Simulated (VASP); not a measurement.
## Fe: single point with PBE

The system is Fe.

```
CELL_PARAMETERS angstrom
0.00000 -1.77250 -1.77250
-3.54500 -1.77250 -1.77250
0.00000 1.77250 -1.77250
ATOMIC_POSITIONS crystal
Fe 0.00000 0.00000 0.00000
Fe 0.00000 0.50000 0.50000
```

This isn't the form of Fe at room conditions, which is bcc.

| Item | Value |
| --- | --- |
| Program | VASP 6.6.1 |
| Task | single point |
| Functional | PBE |
| Potentials or basis | VASP PAW PBE potentials, release 64 (Fe) |
| Cutoff | 600 eV |
| k mesh | 13 × 8 × 11 |
| Occupations | fermi-dirac, width 0.05 eV |
| Spin | no spin polarisation |
| Dipole correction | no |
| Further INCAR settings | ALGO = Normal; EDIFF = 1e-06; NBANDS = 15; ISYM = 0 |

The pressure is -19.7 GPa and the band gap on the k mesh is zero (bands 8 and 9 overlap by 1.38 eV).

Levels at points of the mesh, in eV from the Fermi level:
```
           k point  band 5  band 6  band 7  band 8  band 9  band 10  band 11  band 12
(0.00, 0.00, 0.00)   -1.43   -1.43   -0.07   -0.06    0.85     1.12     1.12     3.06
(0.00, 0.50, 0.00)   -0.89   -0.89   -0.37   -0.37   -0.36    -0.36     0.38     0.38
```

It took 4.5 min on 1 thread of Intel Xeon 8259CL, with other jobs on the host, peak memory 0.31 GiB.

Caveat: the cell stands under tension; the run has no spin polarisation, though such a crystal can be magnetic. Spin polarisation is off, so any magnetic state and its effect on volume and gap are missing.
